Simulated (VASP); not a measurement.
# MnO2 (P6_3/mmc) in VASP: a series of runs, part 2 of 2

VASP 6.6.1. Earlier steps stand in the parts before.

### Step 3. Single point, PBE+D3(BJ), collinear spin, ferromagnetic start (10.73 Å³/atom)

This run uses another cell than the first one, of 10.73 Å³/atom.

Contents of INCAR:

```
SYSTEM = MnO2
  PREC = Accurate
  ENCUT = 520
  EDIFF = 1E-6
  ISMEAR = 0
  SIGMA = 0.02
  LREAL = .FALSE.
  LASPH = .TRUE.
  NELM = 150
  ALGO = Normal
  ISIF = 2
  LWAVE = .FALSE.
  LCHARG = .FALSE.
  ISPIN = 2
  MAGMOM = 2.75 2.75 0 0 0 0
  LORBIT = 11
  LMAXMIX = 4
  GGA = PE
  IVDW = 12
  NBANDS = 38
```

Contents of KPOINTS:

```
regular mesh
0
G
  12 12 4
  0 0 0
```

Contents of POSCAR:

```
MnO2
1.0
    2.8390149738      0.0000000000      0.0000000000
   -1.4195074869      2.4586590891      0.0000000000
    0.0000000000      0.0000000000      9.2250740800
Mn O
2 4
Direct
    0.0000000000      0.0000000000      0.0000000000
    0.0000000000      0.0000000000      0.5000000000
    0.3333333333      0.6666666667      0.8957950413
    0.3333333333      0.6666666667      0.6042049587
    0.6666666667      0.3333333333      0.1042049587
    0.6666666667      0.3333333333      0.3957950413
```

Potentials or basis: VASP PAW PBE potentials, release 64 (Mn_pv, O).

Run with:

```sh
$ cat potpaw_PBE.64/Mn_pv/POTCAR potpaw_PBE.64/O/POTCAR > POTCAR
$ mpirun -np 1 vasp_std > vasp.out
```

OUTCAR:

```text
SYSTEM = MnO2
   PREC = Accurate
   ENCUT = 520
   EDIFF = 1E-6
   ISMEAR = 0
   LREAL = .FALSE.
   LASPH = .TRUE.
   NELM = 150
   ISIF = 2
   ISPIN = 2
   LORBIT = 11
   GGA = PE
   IVDW = 12
 IVDW          = 12

 ion  position               nearest neighbor table
   1  0.000  0.000  0.000-   3 1.90   5 1.90   5 1.90   3 1.90   5 1.90   3 1.90
   2  0.000  0.000  0.500-   4 1.90   6 1.90   6 1.90   4 1.90   6 1.90   4 1.90
   3  0.333  0.667  0.896-   1 1.90   1 1.90   1 1.90
   4  0.333  0.667  0.604-   2 1.90   2 1.90   2 1.90
   5  0.667  0.333  0.104-   1 1.90   1 1.90   1 1.90
   6  0.667  0.333  0.396-   2 1.90   2 1.90   2 1.90

  LATTYP: Found a hexagonal cell.
 ALAT       =     2.8390149738
 C/A-ratio  =     3.2493925411

  Lattice vectors:

 A1 = (   2.8390149738,   0.0000000000,   0.0000000000)
 A2 = (  -1.4195074869,   2.4586590891,   0.0000000000)
 A3 = (   0.0000000000,   0.0000000000,   9.2250740800)

Analysis of symmetry for initial positions (statically):
=====================================================================
 Subroutine PRICEL returns:
 Original cell was already a primitive cell.

 Routine SETGRP: Setting up the symmetry group for a
 hexagonal supercell.

 Subroutine GETGRP returns: Found 24 space group operations
 (whereof 12 operations were pure point group operations)
 out of a pool of 24 trial point group operations.

The static configuration has the point symmetry D_3d.
 The point group associated with its full space group is D_6h.

Analysis of symmetry for dynamics (positions and initial velocities):
=====================================================================
 Subroutine PRICEL returns:
 Original cell was already a primitive cell.

 Routine SETGRP: Setting up the symmetry group for a
 hexagonal supercell.

 Subroutine GETGRP returns: Found 24 space group operations
 (whereof 12 operations were pure point group operations)
 out of a pool of 24 trial point group operations.

The dynamic configuration has the point symmetry D_3d.
[... 184 lines left out ...]
      2     -46.9286      1.00000
      3     -46.9274      1.00000
      4     -46.9274      1.00000
      5     -46.9274      1.00000
      6     -46.9274      1.00000
[... 949 lines left out ...]
     36      16.7526      0.00000
     37      17.9092      0.00000

 [... further k-points ...]

 spin component 2

 k-point     1 :       0.0000    0.0000    0.0000
  band No.  band energies     occupation
      1     -43.8798      1.00000
      2     -43.8798      1.00000
      3     -43.8798      1.00000
      4     -43.8798      1.00000
      5     -43.7333      1.00000
      6     -43.7332      1.00000
[... 949 lines left out ...]
     36      17.2087      0.00000
     37      18.5394      0.00000

 [... further k-points ...]

 [bands above 37 left out]

------------------------ aborting loop because EDIFF is reached ----------------------------------------

 Edisp (eV)   -0.81294

 E8    (eV) :    -0.2872

  FORCE on cell =-STRESS in cart. coord.  units (eV):
  Direction    XX          YY          ZZ          XY          YZ          ZX
  --------------------------------------------------------------------------------------
  -------------------------------------------------------------------------------------
  Total       2.37994     2.37994     2.08081     0.00000     0.00000     0.00000
  in kB      59.21633    59.21633    51.77345     0.00000     0.00000     0.00000
  external pressure =       56.74 kB  Pullay stress =        0.00 kB

 VOLUME and BASIS-vectors are now :
 -----------------------------------------------------------------------------
  energy-cutoff  :      520.00
  volume of cell :       64.39
      direct lattice vectors                 reciprocal lattice vectors
     2.839014974  0.000000000  0.000000000     0.352234845  0.203362883  0.000000000
    -1.419507487  2.458659089  0.000000000     0.000000000  0.406725765  0.000000000
     0.000000000  0.000000000  9.225074080     0.000000000  0.000000000  0.108400214

 POSITION                                       TOTAL-FORCE (eV/Angst)
 -----------------------------------------------------------------------------------
      0.00000      0.00000      0.00000         0.000000      0.000000      0.000000
      0.00000      0.00000      4.61254         0.000000      0.000000      0.000000
     -0.00000      1.63911      8.26378         0.000000      0.000000     -0.100337
     -0.00000      1.63911      5.57384         0.000000     -0.000000      0.100337
      1.41951      0.81955      0.96130        -0.000000     -0.000000      0.100337
      1.41951      0.81955      3.65124        -0.000000      0.000000     -0.100337
 -----------------------------------------------------------------------------------
    total drift:                               -0.000000      0.000000      0.000000

  FREE ENERGIE OF THE ION-ELECTRON SYSTEM (eV)
  ---------------------------------------------------
  free  energy   TOTEN  =       -48.2994850458 eV

  energy  without entropy=      -48.2994850458  energy(sigma->0) =      -48.29948505

 total charge

# of ion       s       p       d       tot
------------------------------------------
    1        0.358   6.474   4.937  11.769
    2        0.358   6.474   4.937  11.769
    3        1.584   3.417   0.000   5.001
    4        1.584   3.417   0.000   5.001
    5        1.584   3.417   0.000   5.001
    6        1.584   3.417   0.000   5.001
--------------------------------------------------
tot          7.053  26.617   9.874  43.543

 magnetization (x)

# of ion       s       p       d       tot
------------------------------------------
    1        0.030   0.039   2.750   2.820
    2        0.030   0.039   2.750   2.820
    3        0.004   0.048   0.000   0.052
    4        0.004   0.048   0.000   0.052
    5        0.004   0.048   0.000   0.052
    6        0.004   0.048   0.000   0.052
--------------------------------------------------
tot          0.077   0.270   5.501   5.849
```

Run time: 1.8 min. Hardware: 1 thread of Intel Xeon 6975P-C (Granite Rapids), shared host; peak memory 0.34 GiB.

Results:

```
Free energy                                           : -48.2995 eV
Pressure                                              : 5.7 GPa
Largest force                                         : 0.100 eV/Å
Band gap on the k mesh                                : 0.71 eV (least direct gap 0.76 eV)
Net moment                                            : 6.00 μB per cell
Site moments                                          : Mn +2.82; O +0.05 μB
Valence electrons inside the program's atomic spheres : Mn 11.77; O 5.00
Dispersion energy per atom                            : -0.135 eV
```

Forces on the atoms (eV/Å):
```
Mn   0.000  0.000  0.000
Mn   0.000  0.000  0.000
O    0.000  0.000 -0.100
O    0.000  0.000  0.100
O    0.000  0.000  0.100
O    0.000  0.000 -0.100
```

Caveat: the cell stands under pressure; only a ferromagnetic start was run, and an antiferromagnetic order may lie lower in energy.

### Step 4. Relaxation of shape and atoms at fixed volume, PBE+D3(BJ), collinear spin, ferromagnetic start (10.38 Å³/atom)

Contents of INCAR:

```
PREC = Accurate
ENCUT = 600
EDIFF = 1E-6
ISMEAR = 0
SIGMA = 0.02
LREAL = False
LASPH = True
NELM = 150
ALGO = Normal
ISIF = 4
LWAVE = False
LCHARG = False
ISPIN = 2
MAGMOM = 2.75 2.75 0 0 0 0
LORBIT = 11
LMAXMIX = 4
GGA = PE
IVDW = 12
IBRION = 2
NSW = 50
EDIFFG = -0.01
```

Contents of KPOINTS:

```
Automatic mesh
0
Gamma
  12 12 4
```

POSCAR: that of step 3 with these lines changed.

```diff
@@ -2,5 +2,5 @@
 1.0
-    2.8390149738      0.0000000000      0.0000000000
-   -1.4195074869      2.4586590891      0.0000000000
-    0.0000000000      0.0000000000      9.2250740800
+    2.8074677518      0.0000000000      0.0000000000
+   -1.4037338759      2.4313383934      0.0000000000
+    0.0000000000      0.0000000000      9.1225647722
 Mn O
```

Run with:

```sh
$ cat potpaw_PBE.64/Mn_pv/POTCAR potpaw_PBE.64/O/POTCAR > POTCAR
$ mpirun -np 1 vasp_std > vasp.out
```

It took 23 min on 1 thread of Oxide Virtual Turin-like, shared host; peak memory 0.35 GiB.

It converged, with:

```
Free energy                                           : -48.2249 eV
Energy gained by relaxing                             : 7.4 meV/atom
Ionic steps                                           : 5
Pressure after relaxing                               : 7.6 GPa
Band gap on the k mesh                                : 0.63 eV (least direct gap 0.68 eV)
Net moment                                            : 6.00 μB per cell
Site moments                                          : Mn +2.81; O +0.06 μB
Valence electrons inside the program's atomic spheres : Mn 11.79; O 5.00
Dispersion energy per atom                            : -0.141 eV
```

Forces in eV/Å, atoms in the order of the input:
```
Mn   0.000  0.000  0.000
Mn   0.000  0.000  0.000
O    0.000  0.000  0.002
O    0.000  0.000 -0.002
O    0.000  0.000 -0.002
O    0.000  0.000  0.002
```

The path:
| step | energy change (eV) | largest force (eV/Å) | pressure (GPa) | volume (Å³) |
| --- | --- | --- | --- | --- |
| 1 | 0.0000 | 0.6016 | 13.18 | 62.27 |
| 2 | -0.0413 | 0.0264 | 8.24 | 62.27 |
| 3 | -0.0413 | 0.0561 | 7.97 | 62.27 |
| 4 | -0.0442 | 0.0184 | 7.73 | 62.27 |
| 5 | -0.0445 | 0.0024 | 7.64 | 62.27 |

Final structure:
```cif
data_structure
_symmetry_space_group_name_H-M 'P 1'
_symmetry_Int_Tables_number 1
_cell_length_a 2.8287
_cell_length_b 2.8287
_cell_length_c 8.9864
_cell_angle_alpha 90.000
_cell_angle_beta 90.000
_cell_angle_gamma 120.000
_cell_volume 62.27
loop_
_atom_site_label
_atom_site_type_symbol
_atom_site_fract_x
_atom_site_fract_y
_atom_site_fract_z
_atom_site_occupancy
Mn1 Mn 0.00000 0.00000 0.00000 1
Mn2 Mn 0.00000 0.00000 0.50000 1
O1 O 0.33333 0.66667 0.89264 1
O2 O 0.33333 0.66667 0.60737 1
O3 O 0.66667 0.33333 0.10736 1
O4 O 0.66667 0.33333 0.39264 1
```

Levels at points of the mesh, in eV from the valence-band top:
Spin up:
```csv
k point,band 26,band 27,band 28,band 29,band 30,band 31
"(0.00, 0.00, 0.00)",-1.09,-0.69,-0.05,2.70,2.70,2.82
"(0.50, 0.00, 0.00)",-1.78,-1.29,-1.04,1.90,2.37,2.55
"(0.00, 0.00, 0.50)",-1.61,-0.23,-0.23,2.76,2.76,2.76
"(0.50, 0.00, 0.50)",-1.84,-1.12,-1.12,2.14,2.14,2.62
```
Spin down:
| k point | band 19 | band 20 | band 21 | band 22 | band 23 | band 24 | band 25 | band 26 |
| --- | --- | --- | --- | --- | --- | --- | --- | --- |
| (0.00, 0.00, 0.00) | -1.60 | -1.46 | -1.46 | -0.89 | 0.63 | 0.63 | 0.64 | 0.64 |
| (0.50, 0.00, 0.00) | -2.88 | -2.82 | -2.77 | -1.54 | 0.74 | 1.01 | 1.45 | 1.45 |
| (0.00, 0.00, 0.50) | -1.53 | -1.53 | -1.53 | -1.53 | 0.64 | 0.64 | 0.64 | 0.64 |
| (0.50, 0.00, 0.50) | -2.90 | -2.90 | -2.04 | -2.04 | 0.90 | 0.90 | 1.45 | 1.45 |

Caveat: only a ferromagnetic start was run, and an antiferromagnetic order may lie lower in energy. A k mesh can miss the band edges.

### Step 5. Overview

```csv
task,cell,cutoff (eV),gap on the mesh (eV),pressure (GPa),moment (μB),largest force (eV/Å)
single point,"a = 2.824, b = 2.824, c = 9.013 Å, angles 90.0, 90.0, 120.0°, 6 atoms, atomic positions A",520,0.63,8.8,6.00,0.11
single point,"a = 2.839, b = 2.839, c = 9.225 Å, angles 90.0, 90.0, 120.0°, 6 atoms, atomic positions B",520,0.71,5.7,6.00,0.10
relaxation of shape and atoms at fixed volume,"relaxed from a = 2.807, b = 2.807, c = 9.123 Å, angles 90.0, 90.0, 120.0°, 6 atoms, atomic positions B",600,0.63,7.6,6.00,-
```

Alike in all rows: level PBE+D3(BJ); potentials or basis VASP PAW PBE potentials, release 64 (Mn_pv, O); spin collinear, ferromagnetic start; k mesh 12 × 12 × 4; smearing gaussian 0.02 eV.

Caveats: only a ferromagnetic start was run, and an antiferromagnetic order may lie lower in energy; the cell stands under pressure (at least some runs).

Total energies depend on the potentials used, so only differences within one code and one set of settings carry meaning.
